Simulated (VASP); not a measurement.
# WS2 in VASP: a series of runs, part 2 of 3

VASP 6.6.1.

## 3. Single point, r2SCAN50

POSCAR

```
WS2
1.0
    3.1835163552      0.0000000000      0.0000000000
   -1.5917581776      2.7570060369      0.0000000000
    0.0000000000      0.0000000000     16.9505778900
W S
1 2
Direct
    0.0000000000      0.0000000000      0.0000000000
    0.3333333333      0.6666666667      0.0920005100
    0.3333333333      0.6666666667      0.9079994900
```

INCAR.step1

```
PREC = Accurate
ENCUT = 520
EDIFF = 1E-5
ISMEAR = -1
SIGMA = 0.05
LREAL = F
LASPH = T
NELM = 100
ALGO = Normal
ISIF = 2
LWAVE = T
LCHARG = F
GGA = PE
NBANDS = 20
```

INCAR.step2

```
PREC = Accurate
ENCUT = 520
EDIFF = 1E-6
ISMEAR = -1
SIGMA = 0.05
LREAL = F
LASPH = T
NELM = 100
ALGO = Normal
ISIF = 2
LWAVE = F
LCHARG = F
METAGGA = R2SCAN
LHFCALC = T
AEXX = 0.5
LMIXTAU = T
PRECFOCK = Normal
ISTART = 1
NBANDS = 20
```

KPOINTS

```
Automatic mesh
0
Gamma
  5 5 1
```

Potentials or basis: VASP PAW PBE potentials, release 64 (W_sv, S).

Started as:

```sh
$ cat potpaw_PBE.64/W_sv/POTCAR potpaw_PBE.64/S/POTCAR > POTCAR
$ cp INCAR.step1 INCAR
$ mpirun -np 1 vasp_std > vasp.out
$ cp INCAR.step2 INCAR
$ mpirun -np 1 vasp_std > vasp.out
```

OUTCAR:

```text
PREC = Accurate
   ENCUT = 520
   EDIFF = 1E-6
   ISMEAR = -1
   LREAL = F
   LASPH = T
   NELM = 100
   ISIF = 2
   METAGGA = R2SCAN
   LHFCALC = T
   AEXX = 0.5
   PRECFOCK = Normal
   ISTART = 1

 ion  position               nearest neighbor table
   1  0.000  0.000  0.000-   2 2.41   3 2.41   2 2.41   3 2.41   2 2.41   3 2.41
   2  0.333  0.667  0.092-   1 2.41   1 2.41   1 2.41
   3  0.333  0.667  0.908-   1 2.41   1 2.41   1 2.41

  LATTYP: Found a hexagonal cell.
 ALAT       =     3.1835163552
 C/A-ratio  =     5.3244827413

  Lattice vectors:

 A1 = (   3.1835163552,   0.0000000000,   0.0000000000)
 A2 = (  -1.5917581776,   2.7570060369,   0.0000000000)
 A3 = (   0.0000000000,   0.0000000000,  16.9505778900)

Analysis of symmetry for initial positions (statically):
=====================================================================
 Subroutine PRICEL returns:
 Original cell was already a primitive cell.

 Routine SETGRP: Setting up the symmetry group for a
 hexagonal supercell.

 Subroutine GETGRP returns: Found 12 space group operations
 (whereof 12 operations were pure point group operations)
 out of a pool of 24 trial point group operations.

The static configuration has the point symmetry D_3h.

Analysis of symmetry for dynamics (positions and initial velocities):
=====================================================================
 Subroutine PRICEL returns:
 Original cell was already a primitive cell.

 Routine SETGRP: Setting up the symmetry group for a
 hexagonal supercell.

 Subroutine GETGRP returns: Found 12 space group operations
 (whereof 12 operations were pure point group operations)
 out of a pool of 24 trial point group operations.

[... 102 lines left out ...]
     AMIX_MAG =   1.60;   BMIX_MAG =  1.00
  volume/ion in A,a.u.               =      49.59       334.66
  Fermi-wavevector in a.u.,A,eV,Ry     =   0.915285  1.729637 11.398226  0.837746
  Thomas-Fermi vector in A             =   2.040009
   LORBIT       =      0    0 simple, 1 ext, 2 COOP (PROOUT), +10 PAW based schemes
   METAGGA = R2SCAN    functional components
   LHFCALC =     T    Hartree Fock is set to
   PRECFOCK=normal    Normal, Fast or Accurate (Low or Medium for compatibility)
   ENCUT4O =  -1.0   cutoff for four orbital integrals eV
   NKREDX  =     1    reduce k-point grid by
   NKREDY  =     1    reduce k-point grid by
   NKREDZ  =     1    reduce k-point grid by
   AEXX    =    0.5000 exact exchange contribution
   HFSCREEN=    0.0000 screening length (either q_TF or 0.3 A-1)
   HFSCREENC=   0.0000 screening length for correlation (either q_TF or 0.3 A-1)
   ENCUTFOCK=  -1.0 apply spherical cutoff to Coloumb kernel
   IVDW    =     0    specifies the selected vdW correction
   LEPSILON=     F    determine dielectric tensor
   LRPA    =     F    only Hartree local field effects (RPA)
 non-spin polarized calculation
  energy-cutoff  :      520.00
  volume of cell :      148.77
 maximum number of plane-waves:      4030
 NGX is ok and might be reduce to    24
  NGX = 18; NGY = 18; NGZ = 96

 number of electron      25.9999999 magnetization

 Free energy of the ion-electron system (eV)
  ---------------------------------------------------
  ext. energy  EPLUGINS =         0.00000000
  ---------------------------------------------------
  free energy    TOTEN  =       -61.21000688 eV

  energy without entropy =      -61.21000688  energy(sigma->0) =      -61.21000688

 E-fermi :  -1.6495     XC(G=0):  -2.5523

 val. band max:       -2.9066438560   @ k =   0.0000   0.0000   0.0000
 cond. band min:       2.0812543380   @ k =   0.2000   0.2000   0.0000
 fundamental gap:      4.9878981940
 Fermi energy:        -1.6494793871

 k-point     1 :       0.0000    0.0000    0.0000
  band No.  band energies     occupation
      1     -85.7511      2.00000
      2     -46.7761      2.00000
      3     -46.5387      2.00000
      4     -46.5387      2.00000
      5     -21.1626      2.00000
      6     -19.1467      2.00000
[... 104 lines left out ...]
     19       9.0932      0.00000
     20       9.6619      0.00000

------------------------ aborting loop because EDIFF is reached ----------------------------------------

  FORCE on cell =-STRESS in cart. coord.  units (eV):
  Direction    XX          YY          ZZ          XY          YZ          ZX
  --------------------------------------------------------------------------------------
  -------------------------------------------------------------------------------------
  Total       -2.8573012     -2.8573012     -2.6676099      0.0000000      0.0000000      0.0000000
  in kB      -30.7706939    -30.7706939    -28.7278810      0.0000000      0.0000000      0.0000000
  external PRESSURE =     -30.0897562 kB  Pullay stress =       0.0000000 kB

 VOLUME and BASIS-vectors are now :
 -----------------------------------------------------------------------------
  energy-cutoff  :      520.00
  volume of cell :      148.77
      direct lattice vectors                 reciprocal lattice vectors
     3.183516355  0.000000000  0.000000000     0.314118066  0.181356150  0.000000000
    -1.591758178  2.757006037  0.000000000     0.000000000  0.362712300  0.000000000
     0.000000000  0.000000000 16.950577890     0.000000000  0.000000000  0.058995039

 POSITION                                       TOTAL-FORCE (eV/Angst)
 -----------------------------------------------------------------------------------
      0.00000      0.00000      0.00000         0.000000     -0.000000      0.000000
     -0.00000      1.83800      1.55946        -0.000000      0.000000     -0.801459
     -0.00000      1.83800     15.39112        -0.000000      0.000000      0.801459
 -----------------------------------------------------------------------------------
    total drift:                               -0.000020      0.000011     -0.000001

  FREE ENERGIE OF THE ION-ELECTRON SYSTEM (eV)
  ---------------------------------------------------
  free  energy   TOTEN  =       -61.2100068822 eV

  energy  without entropy=      -61.2100068822  energy(sigma->0) =      -61.21000688
```

OUTCAR.step1:

```text
PREC = Accurate
   ENCUT = 520
   EDIFF = 1E-5
   ISMEAR = -1
   LREAL = F
   LASPH = T
[... 318 lines left out ...]
      0.00000      0.00000      0.00000         0.000000     -0.000000      0.000000
     -0.00000      1.83800      1.55946        -0.000000      0.000000      0.259248
     -0.00000      1.83800     15.39112        -0.000000      0.000000     -0.259248
 -----------------------------------------------------------------------------------
    total drift:                                0.000000     -0.000000     -0.000000

  FREE ENERGIE OF THE ION-ELECTRON SYSTEM (eV)
  ---------------------------------------------------
  free  energy   TOTEN  =       -23.6708085508 eV

  energy  without entropy=      -23.6708085507  energy(sigma->0) =      -23.67080855
```

OSZICAR.step1:

```text
N       E                     dE             d eps       ncg     rms          rms(c)
DAV:   1     0.180172081873E+03    0.18017E+03   -0.11894E+04   240   0.110E+03
DAV:   2    -0.113073218727E+02   -0.19148E+03   -0.18304E+03   272   0.266E+02
DAV:   3    -0.248060233701E+02   -0.13499E+02   -0.13411E+02   264   0.664E+01
[... 11 lines left out ...]
DAV:  15    -0.236706905558E+02   -0.38974E-04   -0.29184E-05   216   0.273E-02    0.222E-02
DAV:  16    -0.236707323251E+02   -0.41769E-04   -0.11031E-05   208   0.143E-02    0.948E-03
DAV:  17    -0.236707689560E+02   -0.36631E-04   -0.45947E-06   192   0.111E-02    0.853E-03
DAV:  18    -0.236708007051E+02   -0.31749E-04   -0.18729E-06   180   0.510E-03    0.125E-02
DAV:  19    -0.236708085508E+02   -0.78457E-05   -0.35473E-07   164   0.285E-03
   1 F= -.23670809E+02 E0= -.23670809E+02  d E =-.152588E-09
```

Run time: 9.4 min. Hardware: 1 thread of Intel Xeon Platinum 8259CL at 2.50GHz (Skylake/Cascade Lake), shared host; peak memory 0.3 GiB.

Results:

| Property | Result |
| --- | --- |
| Free energy | -61.2100 eV |
| Largest force | 0.801 eV/Å |
| Band gap on the k mesh | 4.99 eV (least direct gap 5.42 eV) |

Forces on the atoms (eV/Å):
```
W    0.000  0.000  0.000
S    0.000  0.000 -0.801
S    0.000  0.000  0.801
```

Caveat: the k points lie up to 0.46 Å⁻¹ apart; there is no dipole correction, which matters where the two faces differ; the PAW data sets were made with another functional, which shifts forces and pressure a little; spin-orbit coupling is left out, which moves the levels of the heavy elements.

## 4. Single point, PBE0

POSCAR is that of step 3.

INCAR.step1

```
SYSTEM = WS2
PREC = Accurate ; ENCUT = 520
EDIFF = 1E-5 ; ISMEAR = -1
SIGMA = 0.05 ; LREAL = .FALSE.
LASPH = .TRUE. ; NELM = 100
ALGO = Normal ; ISIF = 2
LWAVE = .TRUE. ; LCHARG = .FALSE.
GGA = PE ; NBANDS = 20
```

INCAR.step2

```
SYSTEM = WS2
PREC = Accurate ; ENCUT = 520
EDIFF = 1E-7 ; ISMEAR = -1
SIGMA = 0.05 ; LREAL = .FALSE.
LASPH = .TRUE. ; NELM = 100
ALGO = Normal ; ISIF = 2
LWAVE = .FALSE. ; LCHARG = .FALSE.
GGA = PE ; LHFCALC = .TRUE.
AEXX = 0.25 ; PRECFOCK = Normal
ISTART = 1 ; NBANDS = 20
```

KPOINTS

```
regular mesh
0
G
  6 6 2
  0 0 0
```

Potentials or basis: VASP PAW PBE potentials, release 64 (W_sv, S).

Started as:

```sh
$ cat potpaw_PBE.64/W_sv/POTCAR potpaw_PBE.64/S/POTCAR > POTCAR
$ cp INCAR.step1 INCAR
$ mpirun -np 1 vasp_std > vasp.out
$ cp INCAR.step2 INCAR
$ mpirun -np 1 vasp_std > vasp.out
```

OUTCAR:

```text
SYSTEM = WS2
   PREC = Accurate
   ENCUT = 520
   EDIFF = 1E-7
   ISMEAR = -1
   LREAL = .FALSE.
   LASPH = .TRUE.
   NELM = 100
   ISIF = 2
   GGA = PE
   LHFCALC = .TRUE.
   AEXX = 0.25
   PRECFOCK = Normal
   ISTART = 1

 ion  position               nearest neighbor table
   1  0.000  0.000  0.000-   2 2.41   3 2.41   2 2.41   3 2.41   2 2.41   3 2.41
   2  0.333  0.667  0.092-   1 2.41   1 2.41   1 2.41
   3  0.333  0.667  0.908-   1 2.41   1 2.41   1 2.41

  LATTYP: Found a hexagonal cell.
 ALAT       =     3.1835163552
 C/A-ratio  =     5.3244827413

  Lattice vectors:

 A1 = (   3.1835163552,   0.0000000000,   0.0000000000)
 A2 = (  -1.5917581776,   2.7570060369,   0.0000000000)
 A3 = (   0.0000000000,   0.0000000000,  16.9505778900)

Analysis of symmetry for initial positions (statically):
[... 165 lines left out ...]
  ---------------------------------------------------
  ext. energy  EPLUGINS =         0.00000000
  ---------------------------------------------------
  free energy    TOTEN  =       -30.36169111 eV

  energy without entropy =      -30.36169111  energy(sigma->0) =      -30.36169111

 E-fermi :  -0.6144     XC(G=0):  -3.5093

 val. band max:       -1.9619442141   @ k =   0.3333   0.3333   0.5000
 cond. band min:       1.0062887896   @ k =   0.3333   0.3333   0.0000
 fundamental gap:      2.9682330037
 Fermi energy:        -0.6143730437

 k-point     1 :       0.0000    0.0000    0.0000
  band No.  band energies     occupation
      1     -80.0711      2.00000
      2     -42.8517      2.00000
      3     -42.6611      2.00000
      4     -42.6611      2.00000
      5     -18.4781      2.00000
      6     -16.6517      2.00000
[... 311 lines left out ...]
     19       6.6999      0.00000
     20       8.9585      0.00000

------------------------ aborting loop because EDIFF is reached ----------------------------------------

  FORCE on cell =-STRESS in cart. coord.  units (eV):
  Direction    XX          YY          ZZ          XY          YZ          ZX
  --------------------------------------------------------------------------------------
  -------------------------------------------------------------------------------------
  Total       -1.2692324     -1.2692324     -0.8678741      0.0000000      0.0000000      0.0000000
  in kB      -13.6685492    -13.6685492     -9.3462626      0.0000000      0.0000000      0.0000000
  external PRESSURE =     -12.2277870 kB  Pullay stress =       0.0000000 kB

 VOLUME and BASIS-vectors are now :
 -----------------------------------------------------------------------------
  energy-cutoff  :      520.00
  volume of cell :      148.77
      direct lattice vectors                 reciprocal lattice vectors
     3.183516355  0.000000000  0.000000000     0.314118066  0.181356150  0.000000000
    -1.591758178  2.757006037  0.000000000     0.000000000  0.362712300  0.000000000
     0.000000000  0.000000000 16.950577890     0.000000000  0.000000000  0.058995039

 POSITION                                       TOTAL-FORCE (eV/Angst)
 -----------------------------------------------------------------------------------
      0.00000      0.00000      0.00000        -0.000000      0.000000      0.000000
     -0.00000      1.83800      1.55946         0.000000      0.000000     -0.262032
     -0.00000      1.83800     15.39112         0.000000      0.000000      0.262032
 -----------------------------------------------------------------------------------
    total drift:                                0.000000     -0.000000     -0.000000

  FREE ENERGIE OF THE ION-ELECTRON SYSTEM (eV)
  ---------------------------------------------------
  free  energy   TOTEN  =       -30.3616911131 eV

  energy  without entropy=      -30.3616911131  energy(sigma->0) =      -30.36169111
```

OSZICAR.step1:

```text
N       E                     dE             d eps       ncg     rms          rms(c)
DAV:   1     0.176544471975E+03    0.17654E+03   -0.12239E+04   672   0.111E+03
DAV:   2    -0.112278302616E+02   -0.18777E+03   -0.18271E+03   728   0.269E+02
DAV:   3    -0.248400678149E+02   -0.13612E+02   -0.13521E+02   800   0.672E+01
[... 11 lines left out ...]
DAV:  15    -0.236682526020E+02   -0.39601E-04   -0.29529E-05   588   0.262E-02    0.227E-02
DAV:  16    -0.236682956325E+02   -0.43031E-04   -0.10524E-05   608   0.148E-02    0.878E-03
DAV:  17    -0.236683278869E+02   -0.32254E-04   -0.59034E-06   548   0.125E-02    0.830E-03
DAV:  18    -0.236683602424E+02   -0.32355E-04   -0.19477E-06   492   0.578E-03    0.105E-02
DAV:  19    -0.236683684581E+02   -0.82157E-05   -0.36594E-07   408   0.290E-03
   1 F= -.23668368E+02 E0= -.23668368E+02  d E =-.407949E-08
```

Wall time 88 min (1 thread of Intel Xeon Platinum 8259CL at 2.50GHz (Skylake/Cascade Lake), shared host); peak memory 0.31 GiB.

What came out:

- Free energy: -30.3617 eV
- Largest force: 0.262 eV/Å
- Band gap on the k mesh: 2.97 eV

Forces on the atoms (eV/Å):
```
W    0.000  0.000  0.000
S    0.000  0.000 -0.262
S    0.000  0.000  0.262
```

Caveat: there is no dipole correction, which matters where the two faces differ; the PAW data sets were made with another functional, which shifts forces and pressure a little; spin-orbit coupling is left out, which moves the levels of the heavy elements.

## 5. Single point, PBE-based screened hybrid with 5 % exact exchange

POSCAR is that of step 4.

INCAR.step1

```
SYSTEM = WS2
ALGO = Normal
EDIFF = 1E-5
ENCUT = 520
GGA = PE
ISIF = 2
ISMEAR = -1
LASPH = .TRUE.
LCHARG = .FALSE.
LREAL = .FALSE.
LWAVE = .TRUE.
NBANDS = 20
NELM = 60
PREC = Accurate
SIGMA = 0.05
```

INCAR.step2

```
SYSTEM = WS2
AEXX = 0.05
ALGO = Normal
EDIFF = 1E-7
ENCUT = 520
GGA = PE
HFSCREEN = 0.2
ISIF = 2
ISMEAR = -1
ISTART = 1
LASPH = .TRUE.
LCHARG = .FALSE.
LHFCALC = .TRUE.
LREAL = .FALSE.
LWAVE = .FALSE.
NBANDS = 20
NELM = 60
PREC = Accurate
PRECFOCK = Normal
SIGMA = 0.05
```

KPOINTS

```
k-points
0
G
  5 5 1
  0 0 0
```

Started as:

```sh
$ cat potpaw_PBE.64/W_sv/POTCAR potpaw_PBE.64/S/POTCAR > POTCAR
$ cp INCAR.step1 INCAR
$ mpirun -np 1 vasp_std > vasp.out
$ cp INCAR.step2 INCAR
$ mpirun -np 1 vasp_std > vasp.out
```

Run time: 12 min. Hardware: 1 thread of Intel Xeon Platinum 8375C at 2.90GHz (Ice Lake), shared host; peak memory 0.37 GiB.

The run converged. Its results:

```
Free energy            : -24.5659 eV
Largest force          : 0.149 eV/Å
Band gap on the k mesh : 2.31 eV (least direct gap 2.82 eV)
```

Forces on the atoms (eV/Å):
```
W    0.000  0.000  0.000
S    0.000  0.000  0.149
S    0.000  0.000 -0.149
```

Levels at points of the mesh, in eV from the valence-band top:
```
           k point  band 10  band 11  band 12  band 13  band 14  band 15  band 16  band 17
(0.00, 0.00, 0.00)    -2.14    -1.69    -1.69     0.00     3.04     3.04     3.22     3.22
```

Caveat: the k points lie up to 0.46 Å⁻¹ apart; there is no dipole correction, which matters where the two faces differ; the PAW data sets were made with another functional, which shifts forces and pressure a little; spin-orbit coupling is left out, which moves the levels of the heavy elements.

(Part 2 of 3 ends here.)
